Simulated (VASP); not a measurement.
# Pd (I4/mmm) in VASP: a series of runs, part 2 of 2

VASP 6.6.1.

### 3 Single point, r2SCAN (strain +0.000 along x and y, -0.050 along z)

POSCAR

```
Pd
1.0
    0.0000000000      1.9449000000      1.8476550000
    1.9449000000      0.0000000000      1.8476550000
    1.9449000000      1.9449000000      0.0000000000
Pd
1
Direct
    0.0000000000      0.0000000000      0.0000000000
```

INCAR.step1

```
  PREC = Accurate
  ENCUT = 520
  ISMEAR = 0
  SIGMA = 0.15
  LREAL = F
  LASPH = T
  NELM = 100
  NBANDS = 11
  GGA = PE
  ALGO = Normal
  EDIFF = 1E-4
  LWAVE = T
  LCHARG = F
```

INCAR.step2

```
  PREC = Accurate
  ENCUT = 520
  EDIFF = 1E-6
  ISMEAR = 0
  SIGMA = 0.15
  LREAL = F
  LASPH = T
  NELM = 100
  ALGO = Normal
  ISIF = 2
  LWAVE = F
  LCHARG = T
  METAGGA = R2SCAN
  LMIXTAU = T
  LELF = T
  LVHAR = T
  NBANDS = 11
  ISTART = 1
```

KPOINTS

```
Automatic mesh
0
Gamma
  20 20 20
```

Potentials or basis: VASP PAW PBE potentials, release 64 (Pd).

The run is started by

```
$ cat potpaw_PBE.64/Pd/POTCAR > POTCAR
$ cp INCAR.step1 INCAR
$ mpirun -np 1 vasp_std > vasp.out
$ cp INCAR.step2 INCAR
$ mpirun -np 1 vasp_std > vasp.out
```

OUTCAR:

```text
PREC = Accurate
   ENCUT = 520
   EDIFF = 1E-6
   ISMEAR = 0
   LREAL = F
   LASPH = T
   NELM = 100
   ISIF = 2
   METAGGA = R2SCAN
   ISTART = 1

 ion  position               nearest neighbor table
   1  0.000  0.000  0.000-

  LATTYP: Found a body centered tetragonal cell.
 ALAT       =     2.7505039575
 C/A-ratio  =     1.3435028843

  Lattice vectors:

 A1 = (   0.0000000000,  -1.9449000000,  -1.8476550000)
 A2 = (   0.0000000000,   1.9449000000,  -1.8476550000)
 A3 = (   1.9449000000,   0.0000000000,   1.8476550000)

Analysis of symmetry for initial positions (statically):
=====================================================================
 Subroutine PRICEL returns:
 Original cell was already a primitive cell.

 Routine SETGRP: Setting up the symmetry group for a
 body centered tetragonal supercell.

 Subroutine GETGRP returns: Found 16 space group operations
 (whereof 16 operations were pure point group operations)
 out of a pool of 16 trial point group operations.

The static configuration has the point symmetry D_4h.

Analysis of symmetry for dynamics (positions and initial velocities):
=====================================================================
 Subroutine PRICEL returns:
 Original cell was already a primitive cell.

 Routine SETGRP: Setting up the symmetry group for a
 body centered tetragonal supercell.

 Subroutine GETGRP returns: Found 16 space group operations
 (whereof 16 operations were pure point group operations)
 out of a pool of 16 trial point group operations.

The dynamic configuration has the point symmetry D_4h.

 Subroutine INISYM returns: Found 16 space group operations
 (whereof 16 operations are pure point group operations),
 and found     1 'primitive' translations

----------------------------------------------------------------------------------------

                                     Primitive cell
[... 108 lines left out ...]
     AMIX     =   0.40;   BMIX     =  1.00
     AMIX_MAG =   1.60;   BMIX_MAG =  1.00
  volume/ion in A,a.u.               =      13.98        94.33
  Fermi-wavevector in a.u.,A,eV,Ry     =   1.464175  2.766890 29.168289  2.143809
  Thomas-Fermi vector in A             =   2.580182
   LORBIT       =      0    0 simple, 1 ext, 2 COOP (PROOUT), +10 PAW based schemes
   METAGGA = R2SCAN    functional components
   LHFCALC =     F    Hartree Fock is set to
   AEXX    =    0.0000 exact exchange contribution
   IVDW    =     0    specifies the selected vdW correction
   LEPSILON=     F    determine dielectric tensor
   LRPA    =     F    only Hartree local field effects (RPA)
 non-spin polarized calculation
 Gauss-broadening in eV      SIGMA  =   0.15
  energy-cutoff  :      520.00
  volume of cell :       13.98
 maximum number of plane-waves:       392
   NGX =  9   NGY =  9   NGZ = 11

 number of electron      10.0000004 magnetization

 Free energy of the ion-electron system (eV)
  ---------------------------------------------------
  ext. energy  EPLUGINS =         0.00000000
  ---------------------------------------------------
  free energy    TOTEN  =       -22.90773040 eV

  energy without entropy =      -22.88412609  energy(sigma->0) =      -22.89592824

 E-fermi :  10.5395     XC(G=0): -14.5370

 val. band max:       10.5376749419   @ k =  -0.4000   0.4000   0.0000
 cond. band min:      10.5395448117   @ k =   0.5000   0.0500   0.4000
 fundamental gap:      0.0018698697
 Fermi energy:        10.5394851221

 k-point     1 :       0.0000    0.0000    0.0000
  band No.  band energies     occupation
      1       2.9075      2.00000
      2       7.2029      2.00000
      3       7.2029      2.00000
      4       7.7045      2.00000
      5       8.8487      2.00000
      6       9.3658      2.00000
      7      28.6417      0.00000
      8      32.8139      0.00000
      9      33.4466      0.00000
     10      33.4466      0.00000
     11      34.8768      0.00000
[... 309 lines left out ...]
 k-point    24 :      -0.3500    0.0500    0.0000
  band No.  band energies     occupation
      1       4.8728      2.00000
      2       7.2420      2.00000
      3       7.6306      2.00000
      4       9.0185      2.00000
      5       9.9176      2.00000
      6      10.5829      0.68219
      7      21.9740      0.00000
      8      28.7642      0.00000
      9      32.8153      0.00000
     10      33.7365      0.00000
     11      34.6341      0.00000

 [... further k-points ...]
[... 5 lines left out ...]
  --------------------------------------------------------------------------------------
  -------------------------------------------------------------------------------------
  Total        1.3087808      1.3087808      1.4988923      0.0000000     -0.0000000      0.0000000
  in kB      150.0140898    150.0140898    171.8049133      0.0000000     -0.0000000      0.0000000
  external PRESSURE =     157.2776976 kB  Pullay stress =       0.0000000 kB

 VOLUME and BASIS-vectors are now :
 -----------------------------------------------------------------------------
  energy-cutoff  :      520.00
  volume of cell :       13.98
      direct lattice vectors                 reciprocal lattice vectors
     0.000000000  1.944900000  1.847655000    -0.257082626  0.257082626  0.270613291
     1.944900000  0.000000000  1.847655000     0.257082626 -0.257082626  0.270613291
     1.944900000  1.944900000  0.000000000     0.257082626  0.257082626 -0.270613291

 POSITION                                       TOTAL-FORCE (eV/Angst)
 -----------------------------------------------------------------------------------
      0.00000      0.00000      0.00000         0.000000      0.000000     -0.000000
 -----------------------------------------------------------------------------------
    total drift:                                0.000000      0.000000      0.000000

  FREE ENERGIE OF THE ION-ELECTRON SYSTEM (eV)
  ---------------------------------------------------
  free  energy   TOTEN  =       -22.9077303975 eV

  energy  without entropy=      -22.8841260876  energy(sigma->0) =      -22.89592824
```

OUTCAR.step1:

```text
PREC = Accurate
   ENCUT = 520
   ISMEAR = 0
   LREAL = F
   LASPH = T
[... 552 lines left out ...]

 POSITION                                       TOTAL-FORCE (eV/Angst)
 -----------------------------------------------------------------------------------
      0.00000      0.00000      0.00000         0.000000     -0.000000      0.000000
 -----------------------------------------------------------------------------------
    total drift:                                0.000000     -0.000000     -0.000000

  FREE ENERGIE OF THE ION-ELECTRON SYSTEM (eV)
  ---------------------------------------------------
  free  energy   TOTEN  =        -5.1513460936 eV

  energy  without entropy=       -5.1266693258  energy(sigma->0) =       -5.13900771
```

OSZICAR.step1:

```text
N       E                     dE             d eps       ncg     rms          rms(c)
DAV:   1     0.428952976804E+02    0.42895E+02   -0.52138E+03 14169   0.861E+02
DAV:   2    -0.490422713919E+01   -0.47800E+02   -0.46282E+02 15730   0.186E+02
DAV:   3    -0.544174305820E+01   -0.53752E+00   -0.53612E+00 17048   0.211E+01
DAV:   4    -0.544389226358E+01   -0.21492E-02   -0.21489E-02 17166   0.139E+00
DAV:   5    -0.544391320320E+01   -0.20940E-04   -0.20939E-04 18539   0.126E-01    0.908E+00
DAV:   6    -0.517044086818E+01    0.27347E+00   -0.99607E-01 17531   0.830E+00    0.452E+00
DAV:   7    -0.515577806837E+01    0.14663E-01   -0.39369E-02 18875   0.137E+00    0.218E+00
DAV:   8    -0.515139540309E+01    0.43827E-02   -0.23134E-03 17690   0.455E-01    0.112E-01
DAV:   9    -0.515134609360E+01    0.49309E-04   -0.31249E-04 14185   0.151E-01
   1 F= -.51513461E+01 E0= -.51390077E+01  d E =-.246768E-01
```

Run time: 2.7 min. Hardware: 1 thread of Intel Xeon Platinum 8488C (Sapphire Rapids), shared host; peak memory 0.21 GiB.

What came out:

```yaml
Free_energy: -22.9077 eV
Pressure: 15.7 GPa
Band_gap_on_the_k_mesh: zero (band 5 reaches 11.05 eV, above the bottom of band 6 at 9.07 eV)
```

Caveat: the cell differs from its parent crystal (strain +0.000 along x and y, -0.050 along z); the PAW data sets were made with another functional, which shifts forces and pressure a little.
